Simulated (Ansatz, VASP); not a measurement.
P: VASP beside Ansatz

```
P
1.0
     9.20000    0.00000    0.00000
     0.00000    9.20000    0.00000
     0.00000    0.00000    7.40000
P
4
Direct
  0.50000 0.50000 0.00000
  0.00000 0.00000 0.00000
  0.00000 0.50000 0.62500
  0.50000 0.00000 0.37500
```

Alike in both runs: task single point; functional r2SCAN; k mesh 4 × 4 × 4; occupations gaussian, width 0.02 eV; no spin polarisation.

|  | VASP | Ansatz |
| --- | --- | --- |
| version | VASP 6.6.1 | Ansatz 0.2.0 |
| potentials or method | VASP PAW PBE potentials, release 64 (P), cutoff 520 eV | scalar-relativistic, plane waves, PAW |
| valence electrons in the cell | 20 | 20 |

```tsv
	VASP	Ansatz	Ansatz less VASP
gap on the k mesh at the Fermi level (eV)	none	none	-
pressure (GPa)	-0.7	-0.7	0.00
traceless stress, the component that is largest in VASP (GPa)	0.15	0.15	0.000
rms of the force components (eV/Å)	0.129	0.129	+0.0003
```

VASP's potentials were made for PBE, not for r2SCAN. Atom by atom the forces differ by 0.000 eV/Å (rms over components). A gap of «none» marks a metal or a gap that the smearing closes. With one functional, cell and mesh, what is left measures potentials, basis and numerics.
